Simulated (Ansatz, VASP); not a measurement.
# Two plane-wave programs on IrPt2

```
CELL_PARAMETERS angstrom
2.79533 0.00000 0.00000
0.00000 4.84165 0.00000
0.00000 0.00000 6.76420
ATOMIC_POSITIONS crystal
Ir 0.00000 0.00000 0.00000
Ir 0.50000 0.50000 0.00000
Pt 0.00000 0.33333 0.32843
Pt 0.50000 0.83333 0.32843
Pt 0.50000 0.16667 0.67157
Pt 0.00000 0.66667 0.67157
```

Alike in both runs: task single point; functional PBE; k mesh 8 × 4 × 4; occupations gaussian, width 0.2 eV; no spin polarisation.

|  | VASP | Ansatz |
| --- | --- | --- |
| version | VASP 6.6.1 | Ansatz 0.2.0 |
| potentials or method | VASP PAW PBE potentials, release 64 (Ir, Pt), cutoff 520 eV | scalar-relativistic, plane waves, PAW |
| valence electrons in the cell | 58 | 106 |

|  | VASP | Ansatz | Ansatz less VASP |
| --- | --- | --- | --- |
| gap on the k mesh at the Fermi level (eV) | none | none | - |
| pressure (GPa) | -0.3 | -0.1 | +0.25 |
| traceless stress, the component that is largest in VASP (GPa) | 1.18 | 1.15 | -0.033 |
| rms of the force components (eV/Å) | 0.035 | 0.025 | -0.0106 |

Atom by atom the forces differ by 0.011 eV/Å (rms over components). A gap of «none» marks a metal or a gap that the smearing closes. VASP's potentials hold 58 valence electrons a cell and Ansatz's 106, so a difference there can come from the potentials and not from the codes.

Neither program's run includes spin-orbit coupling.
